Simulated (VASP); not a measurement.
# Nb: single point with PBE

Crystal: Nb.

```
CELL_PARAMETERS angstrom
2.71714 0.00000 0.00000
-1.35857 2.35311 0.00000
0.00000 0.00000 4.90471
ATOMIC_POSITIONS crystal
Nb 0.33333 0.66667 0.25000
Nb 0.66667 0.33333 0.75000
```

This isn't the form of Nb at room conditions, which is bcc.

```
Program                 : VASP 6.6.1
Task                    : single point
Functional              : PBE
Potentials or basis     : VASP PAW PBE potentials, release 64 (Nb_sv)
Cutoff                  : 520 eV
k mesh                  : 16 × 16 × 9
Occupations             : fermi-dirac, width 0.05 eV
Spin                    : no spin polarisation
Dipole correction       : no
k mesh for the DOS      : 24 × 24 × 14
Occupations for the DOS : tetrahedron
Further INCAR settings  : ALGO = Normal; EDIFF = 1e-07
```

```json
{"Valence electrons inside the program's atomic spheres": "Nb 10.98"}
```

Levels at points of the mesh, in eV from the Fermi level:
```csv
k point,band 10,band 11,band 12,band 13,band 14,band 15,band 16,band 17
"(0.00, 0.00, 0.00)",-4.44,-1.26,0.17,0.17,0.77,0.77,1.18,2.88
"(0.50, 0.00, 0.00)",-4.16,-3.87,-0.65,0.50,0.54,0.63,5.50,6.70
"(0.00, 0.00, 0.50)",-4.73,-1.43,-1.43,0.24,0.24,0.24,0.24,4.38
"(0.50, 0.00, 0.50)",-4.66,-3.09,-3.09,2.46,2.46,2.74,2.74,6.28
```

Wall time 120 s on 1 thread of Intel(R) Xeon(R) 6975P-C (Granite Rapids) (shared host), peak memory 0.33 GiB.
